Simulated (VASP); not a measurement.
Here is a VASP 6.6.1 calculation.

File INCAR:

```
SYSTEM = BaHfO3
  ALGO = Normal
  EDIFF = 1E-6
  ENCUT = 520
  GGA = PE
  ISIF = 2
  ISMEAR = -1
  LASPH = .TRUE.
  LCHARG = .TRUE.
  LELF = .TRUE.
  LREAL = .FALSE.
  LVHAR = .TRUE.
  LWAVE = .FALSE.
  NBANDS = 27
  NELM = 60
  PREC = Accurate
  SIGMA = 0.05
```

Contents of KPOINTS:

```
k-points
0
G
  7 7 7
  0 0 0
```

File POSCAR:

```
BaHfO3
1.0
    4.1695667999      0.0000000000      0.0000000000
    0.0000000000      4.1695667999      0.0000000000
    0.0000000000      0.0000000000      4.1703766343
Hf Ba O
1 1 3
Direct
    0.0000000000      0.0000000000      0.4978753300
    0.5000000000      0.5000000000      0.9964249600
    0.0000000000      0.0000000000      0.9979412200
    0.5000000000      0.0000000000      0.4988901400
    0.0000000000      0.5000000000      0.4988901400
```

Potentials or basis: VASP PAW PBE potentials, release 64 (Hf_pv, Ba_sv, O).

Run with:

```bash
$ cat potpaw_PBE.64/Hf_pv/POTCAR potpaw_PBE.64/Ba_sv/POTCAR potpaw_PBE.64/O/POTCAR > POTCAR
$ mpirun -np 1 vasp_std > vasp.out
```

Q: What does it give for the band gap on the k mesh?

A: 3.64 eV (least direct gap 3.80 eV).

Q: What does it give for the largest force?

A: 0.025 eV/Å.

Q: Estimate the pressure.

A: 3.8 GPa.

Forces in eV/Å, atoms in the order of the input:
```
Hf   0.000  0.000 -0.015
Ba   0.000  0.000  0.025
O    0.000  0.000  0.020
O    0.000  0.000 -0.014
O    0.000  0.000 -0.014
```

Caveat: the cell stands under pressure; spin-orbit coupling is left out, which moves the levels of the heavy elements; an odd mesh through Γ misses points on the zone boundary, where band edges can lie.
